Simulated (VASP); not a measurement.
# Au (Im-3m) in VASP: further runs, part 2 of 2

VASP 6.6.1.

## 3. Single point, PBE0

This run uses another cell than the first one, of 17.65 Å³/atom.

Input file POSCAR:

```
Au
1.0
   -1.6402224082      1.6402224082      1.6402224082
    1.6402224082     -1.6402224082      1.6402224082
    1.6402224082      1.6402224082     -1.6402224082
Au
1
Direct
    0.0000000000      0.0000000000      0.0000000000
```

Input file INCAR.step1:

```
SYSTEM = Au
ALGO = Normal ; EDIFF = 1E-5
ENCUT = 520 ; GGA = PE
ISIF = 2 ; ISMEAR = -1
LASPH = .TRUE. ; LCHARG = .FALSE.
LREAL = .FALSE. ; LWAVE = .TRUE.
NBANDS = 12 ; NELM = 60
PREC = Accurate ; SIGMA = 0.05
```

Input file INCAR.step2:

```
SYSTEM = Au
AEXX = 0.25 ; ALGO = Normal
EDIFF = 1E-7 ; ENCUT = 520
GGA = PE ; ISIF = 2
ISMEAR = -1 ; ISTART = 1
LASPH = .TRUE. ; LCHARG = .FALSE.
LHFCALC = .TRUE. ; LREAL = .FALSE.
LWAVE = .FALSE. ; NBANDS = 12
NELM = 60 ; PREC = Accurate
PRECFOCK = Normal ; SIGMA = 0.05
```

Input file KPOINTS:

```
k-points
0
G
  6 6 6
  0 0 0
```

Potentials or basis: VASP PAW PBE potentials, release 64 (Au).

Launch:

```
> cat potpaw_PBE.64/Au/POTCAR > POTCAR
> cp INCAR.step1 INCAR
> mpirun -np 1 vasp_std > vasp.out
> cp INCAR.step2 INCAR
> mpirun -np 1 vasp_std > vasp.out
```

OUTCAR:

```text
SYSTEM = Au
   AEXX = 0.25
   EDIFF = 1E-7
   ENCUT = 520
   GGA = PE
   ISIF = 2
   ISMEAR = -1
   ISTART = 1
   LASPH = .TRUE.
   LHFCALC = .TRUE.
   LREAL = .FALSE.
   NELM = 60
   PREC = Accurate
   PRECFOCK = Normal

 ion  position               nearest neighbor table
   1  0.000  0.000  0.000-

  LATTYP: Found a body centered cubic cell.
 ALAT       =     3.2804448164

  Lattice vectors:

 A1 = (  -1.6402224082,   1.6402224082,   1.6402224082)
 A2 = (   1.6402224082,  -1.6402224082,   1.6402224082)
 A3 = (   1.6402224082,   1.6402224082,  -1.6402224082)

Analysis of symmetry for initial positions (statically):
=====================================================================
 Subroutine PRICEL returns:
 Original cell was already a primitive cell.

 Routine SETGRP: Setting up the symmetry group for a
 body centered cubic supercell.

 Subroutine GETGRP returns: Found 48 space group operations
 (whereof 48 operations were pure point group operations)
 out of a pool of 48 trial point group operations.

The static configuration has the point symmetry O_h .

Analysis of symmetry for dynamics (positions and initial velocities):
=====================================================================
 Subroutine PRICEL returns:
 Original cell was already a primitive cell.

 Routine SETGRP: Setting up the symmetry group for a
 body centered cubic supercell.

 Subroutine GETGRP returns: Found 48 space group operations
 (whereof 48 operations were pure point group operations)
 out of a pool of 48 trial point group operations.

The dynamic configuration has the point symmetry O_h .

 Subroutine INISYM returns: Found 48 space group operations
 (whereof 48 operations are pure point group operations),
 and found     1 'primitive' translations

----------------------------------------------------------------------------------------
[... 115 lines left out ...]
   HFSCREEN=    0.0000 screening length (either q_TF or 0.3 A-1)
   HFSCREENC=   0.0000 screening length for correlation (either q_TF or 0.3 A-1)
   ENCUTFOCK=  -1.0 apply spherical cutoff to Coloumb kernel
   IVDW    =     0    specifies the selected vdW correction
   LEPSILON=     F    determine dielectric tensor
   LRPA    =     F    only Hartree local field effects (RPA)
 non-spin polarized calculation
  energy-cutoff  :      520.00
  volume of cell :       17.65
 maximum number of plane-waves:       490
 NGX is ok and might be reduce to    24
  NGX = 16; NGY = 16; NGZ = 16

 number of electron      11.0000001 magnetization

 Free energy of the ion-electron system (eV)
  ---------------------------------------------------
  ext. energy  EPLUGINS =         0.00000000
  ---------------------------------------------------
  free energy    TOTEN  =        -3.48526126 eV

  energy without entropy =       -3.47453263  energy(sigma->0) =       -3.47989695

 E-fermi :   9.0568     XC(G=0):  -9.8024

 val. band max:        8.6121114983   @ k =  -0.3333   0.3333   0.3333
 cond. band min:       9.1301304807   @ k =   0.3333   0.1667  -0.0000
 fundamental gap:      0.5180189824
 Fermi energy:         9.0568196150

 k-point     1 :       0.0000    0.0000    0.0000
  band No.  band energies     occupation
      1      -2.2410      2.00000
      2       2.4337      2.00000
      3       2.4337      2.00000
      4       2.4337      2.00000
      5       4.2998      2.00000
      6       4.2998      2.00000
      7      26.6073      0.00000
      8      26.6073      0.00000
      9      26.6073      0.00000
     10      34.3944      0.00000
     11      34.3944      0.00000
     12      34.3944      0.00000
[... 211 lines left out ...]
 k-point    16 :       0.5000    0.5000    0.5000
  band No.  band energies     occupation
      1       0.4084      2.00000
      2       0.4084      2.00000
      3       5.6679      2.00000
      4       5.6679      2.00000
      5       5.6679      2.00000
      6      16.0150      0.00000
      7      16.0150      0.00000
      8      16.0150      0.00000
      9      19.8164      0.00000
     10      25.6549      0.00000
     11      25.6549      0.00000
     12      35.1891      0.00000

------------------------ aborting loop because EDIFF is reached ----------------------------------------

  FORCE on cell =-STRESS in cart. coord.  units (eV):
  Direction    XX          YY          ZZ          XY          YZ          ZX
  --------------------------------------------------------------------------------------
  -------------------------------------------------------------------------------------
  Total       -0.0166596     -0.0166596     -0.0166596     -0.0000000     -0.0000000     -0.0000000
  in kB       -1.5121948     -1.5121948     -1.5121948     -0.0000000     -0.0000000     -0.0000000
  external PRESSURE =      -1.5121948 kB  Pullay stress =       0.0000000 kB

 VOLUME and BASIS-vectors are now :
 -----------------------------------------------------------------------------
  energy-cutoff  :      520.00
  volume of cell :       17.65
      direct lattice vectors                 reciprocal lattice vectors
    -1.640222408  1.640222408  1.640222408     0.000000000  0.304836708  0.304836708
     1.640222408 -1.640222408  1.640222408     0.304836708  0.000000000  0.304836708
     1.640222408  1.640222408 -1.640222408     0.304836708  0.304836708  0.000000000

 POSITION                                       TOTAL-FORCE (eV/Angst)
 -----------------------------------------------------------------------------------
      0.00000      0.00000      0.00000         0.000000     -0.000000      0.000000
 -----------------------------------------------------------------------------------
    total drift:                               -0.000000     -0.000000     -0.000000

  FREE ENERGIE OF THE ION-ELECTRON SYSTEM (eV)
  ---------------------------------------------------
  free  energy   TOTEN  =        -3.4852612604 eV

  energy  without entropy=       -3.4745326345  energy(sigma->0) =       -3.47989695
```

OSZICAR.step1:

```text
N       E                     dE             d eps       ncg     rms          rms(c)
DAV:   1     0.480046173168E+02    0.48005E+02   -0.53987E+03   408   0.806E+02
DAV:   2    -0.270940154678E+01   -0.50714E+02   -0.47437E+02   452   0.184E+02
DAV:   3    -0.340947815074E+01   -0.70008E+00   -0.69959E+00   464   0.208E+01
DAV:   4    -0.341144998479E+01   -0.19718E-02   -0.19718E-02   448   0.128E+00
DAV:   5    -0.341146382400E+01   -0.13839E-04   -0.13841E-04   448   0.102E-01    0.826E+00
DAV:   6    -0.313527768549E+01    0.27619E+00   -0.77102E-01   416   0.695E+00    0.536E+00
DAV:   7    -0.311696763232E+01    0.18310E-01   -0.61801E-02   436   0.198E+00    0.274E+00
DAV:   8    -0.311474396517E+01    0.22237E-02   -0.13986E-03   424   0.317E-01    0.273E-01
DAV:   9    -0.311472363833E+01    0.20327E-04   -0.12524E-05   396   0.283E-02    0.135E-02
DAV:  10    -0.311473013676E+01   -0.64984E-05   -0.31869E-06   252   0.174E-02
   1 F= -.31147301E+01 E0= -.31076763E+01  d E =-.141076E-01
```

Wall time 7 min (1 thread of Intel Xeon Platinum 8259CL at 2.50GHz (Skylake/Cascade Lake), shared host); peak memory 0.15 GiB.

What came out:

| Property | Result |
| --- | --- |
| Free energy | -3.4853 eV |
| Pressure | -0.2 GPa |
| Band gap on the k mesh | zero (an odd number of electrons rules out a gap without spin polarisation) |

Caveat: the k points lie up to 0.45 Å⁻¹ apart, too coarse for converged energies and pressures of a metal; the PAW data sets were made with another functional, which shifts forces and pressure a little; spin-orbit coupling is left out, which moves the levels of the heavy elements.

## 4. Single point, HSE06

This run uses another cell than the first one, of 17.65 Å³/atom.

Input file POSCAR:

```
Au
1.0
   -1.6402543337      1.6402543337      1.6402543337
    1.6402543337     -1.6402543337      1.6402543337
    1.6402543337      1.6402543337     -1.6402543337
Au
1
Direct
    0.0000000000      0.0000000000      0.0000000000
```

Input file INCAR.step1:

```
PREC = Accurate
ENCUT = 520
EDIFF = 1E-5
ISMEAR = -1
SIGMA = 0.05
LREAL = False
LASPH = True
NELM = 60
ALGO = Normal
ISIF = 2
LWAVE = True
LCHARG = False
NBANDS = 12
GGA = PE
```

Input file INCAR.step2:

```
PREC = Accurate
ENCUT = 520
EDIFF = 1E-7
ISMEAR = -1
SIGMA = 0.05
LREAL = False
LASPH = True
NELM = 60
ALGO = Normal
ISIF = 2
LWAVE = False
LCHARG = False
GGA = PE
LHFCALC = True
HFSCREEN = 0.2079
PRECFOCK = Normal
NBANDS = 12
ISTART = 1
```

Input file KPOINTS:

```
regular mesh
0
Gamma
  6 6 6
```

Launch:

```
> cat potpaw_PBE.64/Au/POTCAR > POTCAR
> cp INCAR.step1 INCAR
> mpirun -np 1 vasp_std > vasp.out
> cp INCAR.step2 INCAR
> mpirun -np 1 vasp_std > vasp.out
```

It took 7.5 min on 1 thread of Intel Xeon Platinum 8259CL at 2.50GHz (Skylake/Cascade Lake), shared host; peak memory 0.24 GiB.

It converged, with:

- Free energy: -3.2868 eV
- Pressure: 0.1 GPa
- Band gap on the k mesh: zero (an odd number of electrons rules out a gap without spin polarisation)

Levels at points of the mesh, in eV from the Fermi level:
```
           k point  band 2  band 3  band 4  band 5  band 6  band 7  band 8  band 9
(0.00, 0.00, 0.00)   -6.05   -6.05   -6.05   -4.17   -4.17   17.33   17.33   17.33
(0.50, 0.00, 0.00)   -7.14   -4.27   -3.93   -2.42   -0.75    3.77   13.07   14.62
(0.50, 0.50, 0.50)   -8.05   -2.83   -2.83   -2.83    6.76    6.76    6.76   10.52
```

Caveat: the k points lie up to 0.45 Å⁻¹ apart, too coarse for converged energies and pressures of a metal; the PAW data sets were made with another functional, which shifts forces and pressure a little; spin-orbit coupling is left out, which moves the levels of the heavy elements.

## 5. The runs side by side

| level | cell | screening parameter | gap on the mesh (eV) | pressure (GPa) |
| --- | --- | --- | --- | --- |
| PBEsol-based global hybrid with 25 % exact exchange | a = 2.806 Å, angles 109.5°, 1 atom | - | none | -0.1 |
| PBE0 | a = 2.841 Å, angles 109.5°, 1 atom | - | none | -0.2 |
| HSE06 | a = 2.841 Å, angles 109.5°, 1 atom | 0.2079 1/Å | none | 0.1 |

Alike in all rows: task single point; potentials or basis VASP PAW PBE potentials, release 64 (Au); no spin polarisation; k mesh 6 × 6 × 6; cutoff (eV) 520; smearing fermi-dirac 0.05 eV.

Caveats: all runs use coarse meshes; the PAW data sets were made with another functional, which shifts forces and pressure a little; spin-orbit coupling is left out, which moves the levels of the heavy elements.

Total energies depend on the potentials used, so only differences within one code and one set of settings carry meaning.

The gap in the log of VASP goes by the Fermi energy; the results here count the filled bands.